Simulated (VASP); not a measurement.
A run of VASP 6.6.1:

The input INCAR:

```
PREC     = Accurate       # precision mode
ENCUT    = 520            # plane-wave cutoff, eV
EDIFF    = 1E-6           # SCF threshold, eV
ISMEAR   = -1             # smearing method
SIGMA    = 0.05           # smearing width, eV
LREAL    = False          # projectors in reciprocal space
LASPH    = True           # aspherical terms in the spheres
NELM     = 80             # most SCF steps
ALGO     = Normal         # electronic algorithm
ISIF     = 2              # what is computed and relaxed
LWAVE    = False          # write WAVECAR
LCHARG   = False          # write CHGCAR
GGA      = PE             # functional
NBANDS   = 15             # bands
```

The input KPOINTS:

```
regular mesh
0
Gamma
  10 10 9
```

File POSCAR:

```
TaN
1.0
    2.9503299711     -0.0000000029      0.0000000000
   -1.4751649830      2.5550607059      0.0000000000
    0.0000000000      0.0000000000      2.8974938271
Ta N
1 1
Direct
    0.3333333333      0.6666666667      0.5000000000
    0.0000000000      0.0000000000      0.0000000000
```

Potentials or basis: VASP PAW PBE potentials, release 64 (Ta_pv, N).

Launch:

```sh
$ cat potpaw_PBE.64/Ta_pv/POTCAR potpaw_PBE.64/N/POTCAR > POTCAR
$ mpirun -np 1 vasp_std > vasp.out
```

Hardware: 1 thread of Intel(R) Xeon(R) Platinum 8259CL CPU @ 2.50GHz (Skylake/Cascade Lake), with other jobs on the host.

Problem. How long does it take, and how much memory?

Solution. It took 13 s on 1 thread of Intel(R) Xeon(R) Platinum 8259CL CPU @ 2.50GHz (Skylake/Cascade Lake), on a shared host, peak memory 0.15 GiB. Counts: scf iterations 13, k points 70.
